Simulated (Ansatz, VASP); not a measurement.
# One calculation of BN, two programs

INCAR

```
ALGO     = Normal         # electronic algorithm
EDIFF    = 1E-7           # SCF threshold, eV
ENCUT    = 520            # plane-wave cutoff, eV
GGA      = PE             # functional
ISIF     = 2              # what is computed and relaxed
ISMEAR   = 0              # smearing method
LASPH    = T              # aspherical terms in the spheres
LCHARG   = T              # write CHGCAR
LELF     = T              # ELF
LREAL    = F              # projectors in reciprocal space
LVHAR    = T            
LWAVE    = F              # write WAVECAR
NBANDS   = 16             # bands
NELM     = 80             # most SCF steps
PREC     = Accurate       # precision mode
SIGMA    = 0.05           # smearing width, eV
```

File KPOINTS:

```
k-points
0
Gamma
  12 12 6
```

The input POSCAR:

```
BN
1.0
    2.3496244336      0.0000000000      0.0000000000
   -1.1748122168      2.0348344488      0.0000000000
    0.0000000000      0.0000000000      4.5650034000
B N
2 2
Direct
    0.6666666667      0.3333333333      0.9997240000
    0.3333333333      0.6666666667      0.4997240000
    0.6666666667      0.3333333333      0.6252760000
    0.3333333333      0.6666666667      0.1252760000
```

Input for Ansatz:

```yaml
crystal:
  lattice:
    - [2.3496244336, 0.0, 0.0]
    - [-1.1748122168, 2.0348344488, 0.0]
    - [0.0, 0.0, 4.5650034]
  atoms:
    - { symbol: B, position: [0.6666666667, 0.3333333333, 0.999724] }
    - { symbol: B, position: [0.3333333333, 0.6666666667, 0.499724] }
    - { symbol: "N", position: [0.6666666667, 0.3333333333, 0.625276] }
    - { symbol: "N", position: [0.3333333333, 0.6666666667, 0.125276] }
basis:
  ecutwfc: 420
kpoints:
  mp_grid: { grid: [12, 12, 6] }
hamiltonian:
  xc: pbe
scf:
  occupations: { method: gaussian, width: 0.05 }
output:
  forces: true
  stress: true
  eigenvalues: true
```

Change from the starting cell: strain -0.080 along x and y, +0.080 along z, atoms carried along.

Alike in both runs: task single point; functional PBE; k mesh 12 × 12 × 6; occupations gaussian, width 0.05 eV; no spin polarisation.

```csv
,VASP,Ansatz
version,VASP 6.6.1,Ansatz 0.2.0
potentials or method,"VASP PAW PBE potentials, release 64 (B, N), cutoff 520 eV","scalar-relativistic, plane waves, PAW"
valence electrons in the cell,16,16
```

|  | VASP | Ansatz | Ansatz less VASP |
| --- | --- | --- | --- |
| gap on the k mesh at the Fermi level (eV) | 3.55 | 3.56 | +0.005 |
| least direct gap on the mesh (eV) | 3.55 | 3.56 | +0.005 |
| pressure (GPa) | 53.2 | 52.6 | -0.55 |
| traceless stress, the component that is largest in VASP (GPa) | -116.38 | -115.70 | +0.679 |
| rms of the force components (eV/Å) | 0.099 | 0.116 | +0.0171 |

Atom by atom the forces differ by 0.017 eV/Å (rms over components). Both programs put the cell under a high pressure, so it lies far from rest at this level. The functional is the same, so the differences come from potentials, cutoffs and numerics.
